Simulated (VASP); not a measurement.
A run of VASP 6.6.1:

INCAR

```
SYSTEM = AlN
  ALGO = Normal
  EDIFF = 1E-6
  ENCUT = 600
  GGA = PE
  GGA_COMPAT = .False.
  ISIF = 2
  ISMEAR = 0
  LASPH = .True.
  LCHARG = .False.
  LREAL = .False.
  LWAVE = .False.
  NBANDS = 11
  NELM = 120
  PREC = Accurate
  SIGMA = 0.1
```

File KPOINTS:

```
k-points
0
Gamma
  8 8 8
  0 0 0
```

The input POSCAR:

```
AlN
1.0
    0.0000000000      2.0345102457      2.0345102457
    2.0345102457      0.0000000000      2.0345102457
    2.0345102457      2.0345102457      0.0000000000
Al N
1 1
Direct
    0.0000000000      0.0000000000      0.0000000000
    0.5000000000      0.5000000000      0.5000000000
```

Potentials or basis: VASP PAW PBE potentials, release 64 (Al, N).

Run with:

```sh
$ cat potpaw_PBE.64/Al/POTCAR potpaw_PBE.64/N/POTCAR > POTCAR
$ mpirun -np 1 vasp_std > vasp.out
```

Hardware: 1 thread of Intel(R) Xeon(R) 6975P-C (Granite Rapids) (shared host).

Question: How long does it take, and how much memory?

Answer: Run time: 3 s on 1 thread of Intel(R) Xeon(R) 6975P-C (Granite Rapids) (shared host), peak memory 0.13 GiB. Counts: scf iterations 12, k points 29.
